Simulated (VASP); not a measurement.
Input of a VASP 6.6.1 run:

POSCAR

```
Hf
1.0
    5.0381430055      0.0000000000      0.0000000000
   -2.5190715028      4.3631598307      0.0000000000
    0.0000000000      0.0000000000      3.1293178219
Hf
3
Direct
    0.6666666667      0.3333333333      0.5000000000
    0.3333333333      0.6666666667      0.5000000000
    0.0000000000      0.0000000000      0.0000000000
```

INCAR.step1

```
PREC = Accurate ; ENCUT = 600
ISMEAR = 0 ; SIGMA = 0.05
LREAL = False ; LASPH = True
NELM = 80 ; GGA = PE
ALGO = Normal ; EDIFF = 1E-4
LWAVE = True ; LCHARG = False
```

Contents of INCAR.step2:

```
PREC = Accurate ; ENCUT = 600
EDIFF = 1E-6 ; ISMEAR = 0
SIGMA = 0.05 ; LREAL = False
LASPH = True ; NELM = 80
ALGO = Normal ; ISIF = 4
LWAVE = False ; LCHARG = False
METAGGA = R2SCAN ; LMIXTAU = True
IBRION = 2 ; NSW = 60
EDIFFG = -0.01 ; ISTART = 1
```

KPOINTS

```
regular mesh
0
Gamma
  10 10 12
```

Potentials or basis: VASP PAW PBE potentials, release 64 (Hf_pv).

Run with:

```sh
$ cat potpaw_PBE.64/Hf_pv/POTCAR > POTCAR
$ cp INCAR.step1 INCAR
$ mpirun -np 1 vasp_std > vasp.out
$ cp INCAR.step2 INCAR
$ mpirun -np 1 vasp_std > vasp.out
```

Problem. Predict the band gap on the k mesh.

Solution. Zero (bands 15 and 16 overlap by 0.76 eV).

Final structure:
```
Hf
1.0
     5.04006    0.00000    0.00000
    -2.52003    4.36482    0.00000
     0.00000    0.00000    3.12694
Hf
3
Direct
  0.66667 0.33333 0.50000
  0.33333 0.66667 0.50000
  0.00000 0.00000 0.00000
```

Caveat: spin-orbit coupling is left out, which moves the levels of the heavy elements.
